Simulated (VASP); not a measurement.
# C (I4_1/amd) in VASP: relaxation of cell and atoms with PBE

Aim: the relaxation of cell and atoms of C with PBE.

Everything below comes from runs of VASP 6.6.1. Logs are shortened: lines on timing, memory, paths and dates and some standing lists are left out, and cuts for length are marked.

**1. The cell of the first run**

It takes space group I4_1/amd (No. 141, tetragonal). The conventional cell has a = 3.706 Å, b = 3.706 Å, c = 2.023 Å, α = 90.00°, β = 90.00°, γ = 90.00°. C (site symmetry -4m2) has 10 C at 1.92 to 2.40 Å within 2.5 Å.

**2. Relaxation of cell and atoms, PBE**

Contents of INCAR:

```
  PREC = Accurate
  ENCUT = 600
  EDIFF = 1E-7
  ISMEAR = -1
  SIGMA = 0.1
  LREAL = False
  LASPH = True
  NELM = 120
  ALGO = Normal
  ISIF = 3
  LWAVE = False
  LCHARG = False
  GGA = PE
  IBRION = 2
  NSW = 80
  EDIFFG = -0.01
  ISYM = 0
  GGA_COMPAT = False
  NELMIN = 4
```

Contents of KPOINTS:

```
regular mesh
0
Gamma
  17 17 12
```

Contents of POSCAR:

```
C
1.0
   -1.8529167617      1.8529167617      1.0116925519
    1.8529167617     -1.8529167617      1.0116925519
    1.8529167617      1.8529167617     -1.0116925519
C
2
Direct
    0.0000000000      0.0000000000      0.0000000000
    0.7500000000      0.2500000000      0.5000000000
```

Potentials or basis: VASP PAW PBE potentials, release 64 (C).

On the command line:

```bash
cat potpaw_PBE.64/C/POTCAR > POTCAR
mpirun -np 1 vasp_std > vasp.out
```

OUTCAR:

```text
PREC = Accurate
   ENCUT = 600
   EDIFF = 1E-7
   ISMEAR = -1
   LREAL = False
   LASPH = True
   NELM = 120
   ISIF = 3
   GGA = PE
   IBRION = 2
   NSW = 80
   EDIFFG = -0.01
   ISYM = 0
   NELMIN = 4

 ion  position               nearest neighbor table
   1  0.000  0.000  0.000-   2 1.92   2 1.92   2 1.92   2 1.92
   2  0.750  0.250  0.500-   1 1.92   1 1.92   1 1.92   1 1.92

IMPORTANT INFORMATION: All symmetrisations will be switched off!
NOSYMM: (Re-)initialisation of all symmetry stuff for point group C_1.

----------------------------------------------------------------------------------------

                                     Primitive cell

  volume of cell :      13.8938

  direct lattice vectors                    reciprocal lattice vectors
    -1.852916762  1.852916762  1.011692552     0.000000000  0.269844825  0.494221292
     1.852916762 -1.852916762  1.011692552     0.269844825  0.000000000  0.494221292
     1.852916762  1.852916762 -1.011692552     0.269844825  0.269844825  0.000000000

  length of vectors
     2.808936253  2.808936253  2.808936253     0.563090504  0.563090504  0.381618212

  position of ions in fractional coordinates (direct lattice)
     0.000000000  0.000000000  0.000000000
     0.750000000  0.250000000  0.500000000

  ion indices of the primitive-cell ions
   primitive index   ion index
                 1           1
                 2           2

----------------------------------------------------------------------------------------

 KPOINTS: regular mesh

Automatic generation of k-mesh.
 Grid dimensions read from file:
 generate k-points for:   17   17   12

 Generating k-lattice:

  Cartesian coordinates                     Fractional coordinates (reciprocal lattice)
     0.000000000  0.015873225  0.029071841     0.058823529  0.000000000  0.000000000
     0.015873225  0.000000000  0.029071841     0.000000000  0.058823529  0.000000000
     0.022487069  0.022487069  0.000000000     0.000000000  0.000000000  0.083333333

  Length of vectors
     0.033122971  0.033122971  0.031801518

  Shift w.r.t. Gamma in fractional coordinates (k-lattice)
     0.000000000  0.000000000  0.000000000

 -----------------------------------------------------------------------------
|                                                                             |
|           W    W    AA    RRRRR   N    N  II  N    N   GGGG   !!!           |
|           W    W   A  A   R    R  NN   N  II  NN   N  G    G  !!!           |
|           W    W  A    A  R    R  N N  N  II  N N  N  G       !!!           |
|           W WW W  AAAAAA  RRRRR   N  N N  II  N  N N  G  GGG   !            |
|           WW  WW  A    A  R   R   N   NN  II  N   NN  G    G                |
|           W    W  A    A  R    R  N    N  II  N    N   GGGG   !!!           |
|                                                                             |
|     Your reciprocal lattice and k-lattice belong to different lattice       |
|     classes:                                                                |
|                                                                             |
|        The reciprocal lattice is body-centered tetragonal,                  |
|        whereas your k-lattice is base-centered monoclinic.                  |
|                                                                             |
|     Results are often still useful ...                                      |
|                                                                             |
 -----------------------------------------------------------------------------

 WARNING: IBZKPT: internal override: KBLOWUP is changed to .FALSE.
      ... skipping the blow-up phase ...

 Subroutine IBZKPT returns following result:
 ===========================================

 Found   1735 irreducible k-points:

 Following reciprocal coordinates:
            Coordinates               Weight
  0.000000  0.000000  0.000000      1.000000
  0.058824 -0.000000  0.000000      2.000000
  0.117647 -0.000000  0.000000      2.000000
  0.176471  0.000000  0.000000      2.000000
  0.235294 -0.000000  0.000000      2.000000
  0.294118 -0.000000  0.000000      2.000000
[... 16 lines left out ...]
 -0.235294  0.058824 -0.000000      2.000000
 -0.176471  0.058824  0.000000      2.000000
 [... further k-points ...]
   k-points           NKPTS =   1735   k-points in BZ     NKDIM =   1735   number of bands    NBANDS=      8
   number of dos      NEDOS =    301   number of ions     NIONS =      2
   total plane-waves  NPLWV =  13824
   dimension x,y,z NGX =    24 NGY =   24 NGZ =   24
   dimension x,y,z NGXF=    48 NGYF=   48 NGZF=   48
   ions per type =               2
   NGX,Y,Z   is equivalent  to a cutoff of  14.20, 14.20, 14.20 a.u.
   NGXF,Y,Z  is equivalent  to a cutoff of  28.41, 28.41, 28.41 a.u.
 SYSTEM =  unknown system
   PREC   = accura    normal or accurate (medium, high low for compatibility)
   ISTART =      0    job   : 0-new  1-cont  2-samecut
   ICHARG =      2    charge: 1-file 2-atom 10-const
   ISPIN  =      1    spin polarized calculation?
   LNONCOLLINEAR =      F non collinear calculations
   LSORBIT =      F    spin-orbit coupling
   LASPH  =      T    aspherical Exc in radial PAW
   ENCUT  =  600.0 eV  44.10 Ry    6.64 a.u.   5.61  5.61  5.61*2*pi/ulx,y,z
   NELM   =    120;   NELMIN=  4; NELMDL= -5     # of ELM steps
   EDIFF  = 0.1E-06   stopping-criterion for ELM
   LREAL  =      F    real-space projection
   EDIFFG = -.1E-01   stopping-criterion for IOM
   NSW    =     80    number of steps for IOM
   IBRION =      2    ionic relax: 0-MD 1-quasi-New 2-CG
   NFREE  =      1    steps in history (QN), initial steepest desc. (CG)
   ISIF   =      3    stress and relaxation
   ISYM   =      0    0-nonsym 1-usesym 2-fastsym
   POTIM  = 0.5000    time-step for ionic-motion
   TEBEG  =    0.0;   TEEND  =   0.0 temperature during run
   PSTRESS=    0.0 pullay stress
   NELECT =       8.0000    total number of electrons
   NUPDOWN=      -1.0000    fix difference up-down
   EMIN   =  10.00;   EMAX   =-10.00  energy-range for DOS
   EFERMI =   0.00;   METHOD = LEGACY
   ISMEAR =    -1;   SIGMA  =   0.10  broadening in eV -4-tet -1-fermi 0-gaus
   EFERMI_NEDOS =   21; number of points for ismear=-14 and -15
   IALGO  =     38    algorithm
   IMIX   =      4    mixing-type and parameters
     AMIX     =   0.40;   BMIX     =  1.00
     AMIX_MAG =   1.60;   BMIX_MAG =  1.00
  volume/ion in A,a.u.               =       6.95        46.88
  Fermi-wavevector in a.u.,A,eV,Ry     =   1.361961  2.573733 25.237964  1.854938
  Thomas-Fermi vector in A             =   2.488492
   LORBIT       =      0    0 simple, 1 ext, 2 COOP (PROOUT), +10 PAW based schemes
   GGA     = PE    functional components
   LHFCALC =     F    Hartree Fock is set to
   AEXX    =    0.0000 exact exchange contribution
   IVDW    =     0    specifies the selected vdW correction
   LEPSILON=     F    determine dielectric tensor
   LRPA    =     F    only Hartree local field effects (RPA)
 conjugate gradient relaxation of ions
 non-spin polarized calculation
  energy-cutoff  :      600.00
  volume of cell :       13.89
 maximum number of plane-waves:       486
   NGX = 11   NGY = 11   NGZ = 11

--------------------------------------- Ionic step        1  -------------------------------------------

 number of electron       8.0000000 magnetization

 Free energy of the ion-electron system (eV)
  ---------------------------------------------------
  ext. energy  EPLUGINS =         0.00000000
  ---------------------------------------------------
  free energy    TOTEN  =       -11.99765482 eV

  energy without entropy =      -11.98165623  energy(sigma->0) =      -11.98965552

 E-fermi :   7.7938     XC(G=0): -12.8228

 val. band max:        7.7882762453   @ k =  -0.4706   0.2353  -0.0000
 cond. band min:       7.7943106789   @ k =   0.3529  -0.4118   0.1667
 fundamental gap:      0.0060344335
 Fermi energy:         7.7938084348

 k-point     1 :       0.0000    0.0000    0.0000
  band No.  band energies     occupation
      1     -11.2729      2.00000
      2       3.7076      2.00000
      3       3.7076      2.00000
      4       5.3824      2.00000
      5      15.8392      0.00000
      6      15.8393      0.00000
      7      15.8917      0.00000
      8      15.9472      0.00000
[... 243 lines left out ...]
 k-point    24 :      -0.1765    0.0588    0.0000
  band No.  band energies     occupation
      1     -10.5381      2.00000
      2       1.9568      2.00000
      3       3.7555      2.00000
      4       7.6359      1.65814
      5      13.5627      0.00000
      6      14.3230      0.00000
      7      15.3063      0.00000
      8      15.8159      0.00000

 [... further k-points ...]

------------------------ aborting loop because EDIFF is reached ----------------------------------------

  FORCE on cell =-STRESS in cart. coord.  units (eV):
  Direction    XX          YY          ZZ          XY          YZ          ZX
  --------------------------------------------------------------------------------------
  -------------------------------------------------------------------------------------
  Total       -5.2124663     -5.2124663     -1.9234466      0.0041780      0.0226053      0.0226053
  in kB     -601.0816672   -601.0816635   -221.8045017      0.4817917      2.6067511      2.6067534
  external PRESSURE =    -474.6559441 kB  Pullay stress =       0.0000000 kB
[... 89 lines left out ...]
  FREE ENERGIE OF THE ION-ELECTRON SYSTEM (eV)
  ---------------------------------------------------
  free  energy   TOTEN  =       -12.7867431716 eV

  energy  without entropy=      -12.7749904090  energy(sigma->0) =      -12.78086679

[... ionic steps 4 to 27 ...]

--------------------------------------- Ionic step       28  -------------------------------------------

 number of electron       8.0000000 magnetization

------------------------ aborting loop because EDIFF is reached ----------------------------------------

  FORCE on cell =-STRESS in cart. coord.  units (eV):
  Direction    XX          YY          ZZ          XY          YZ          ZX
  --------------------------------------------------------------------------------------
  -------------------------------------------------------------------------------------
  Total       -0.0019995     -0.0019995      0.0860280     -0.0051080      0.0019769      0.0019769
  in kB       -0.2902635     -0.2902678     12.4884152     -0.7415166      0.2869742      0.2869752
  external PRESSURE =       3.9692946 kB  Pullay stress =       0.0000000 kB
[... 57 lines left out ...]
  energy  without entropy=      -17.7984495399  energy(sigma->0) =      -17.79844955

--------------------------------------- Ionic step       30  -------------------------------------------

 number of electron       8.0000000 magnetization

 Free energy of the ion-electron system (eV)
  ---------------------------------------------------
  ext. energy  EPLUGINS =         0.00000000
  ---------------------------------------------------
  free energy    TOTEN  =       -17.79846614 eV

  energy without entropy =      -17.79846613  energy(sigma->0) =      -17.79846613

 E-fermi :  12.2931     XC(G=0): -13.3913

 val. band max:       11.0974014981   @ k =   0.0000   0.0000   0.0000
 cond. band min:      13.6435403496   @ k =  -0.4118  -0.4118   0.4167
 fundamental gap:      2.5461388514
 Fermi energy:        12.2931342173

 k-point     1 :       0.0000    0.0000    0.0000
  band No.  band energies     occupation
      1     -11.7362      2.00000
      2       9.9085      2.00000
      3       9.9090      2.00000
      4      11.0974      1.99999
      5      15.6376      0.00000
      6      16.0323      0.00000
      7      16.0326      0.00000
      8      24.0033      0.00000
[... 243 lines left out ...]
 k-point    24 :      -0.1765    0.0588    0.0000
  band No.  band energies     occupation
      1     -10.9700      2.00000
      2       6.6621      2.00000
      3       8.6061      2.00000
      4       9.2601      2.00000
      5      16.6317      0.00000
      6      17.5863      0.00000
      7      18.3932      0.00000
      8      24.3699      0.00000

 [... further k-points ...]

------------------------ aborting loop because EDIFF is reached ----------------------------------------

  FORCE on cell =-STRESS in cart. coord.  units (eV):
  Direction    XX          YY          ZZ          XY          YZ          ZX
  --------------------------------------------------------------------------------------
  -------------------------------------------------------------------------------------
  Total       -0.0098016     -0.0098016     -0.0003931     -0.0009823      0.0003931      0.0003931
  in kB       -1.4216499     -1.4216489     -0.0570198     -0.1424743      0.0570203      0.0570195
  external PRESSURE =      -0.9667728 kB  Pullay stress =       0.0000000 kB
[... 17 lines left out ...]
  FREE ENERGIE OF THE ION-ELECTRON SYSTEM (eV)
  ---------------------------------------------------
  free  energy   TOTEN  =       -17.7984661403 eV

  energy  without entropy=      -17.7984661296  energy(sigma->0) =      -17.79846613

 reached required accuracy - stopping structural energy minimisation
```

Run time: 23 min. Hardware: 1 thread of Intel Xeon Platinum 8375C at 2.90GHz (Ice Lake), shared host; peak memory 0.31 GiB.

Results:

* Free energy: -17.7985 eV
* Relaxed volume: 5.52 Å³/atom
* Relaxed cell: a = 2.482 Å, b = 2.482 Å, c = 2.482 Å, α = 118.48°, β = 118.48°, γ = 92.66°
* Space group after relaxing (to 0.1 Å): I4_1/amd (No. 141)
* Pressure after relaxing: -0.1 GPa
* Band gap on the k mesh: 2.55 eV (least direct gap 4.54 eV)

Forces in eV/Å, atoms in the order of the input:
```
C    0.002 -0.002  0.000
C   -0.002  0.002  0.000
```

Final structure:
```
C
1.0
    -1.27438    1.26438    1.71377
     1.26438   -1.27438    1.71377
     1.27441    1.27441   -1.70637
C
2
Direct
  0.00001 0.99999 0.00000
  0.74999 0.25001 0.50000
```

Caveat: the volume moved by over 15 % at a fixed basis, so the end points are rough; an odd mesh through Γ misses points on the zone boundary, where band edges can lie.
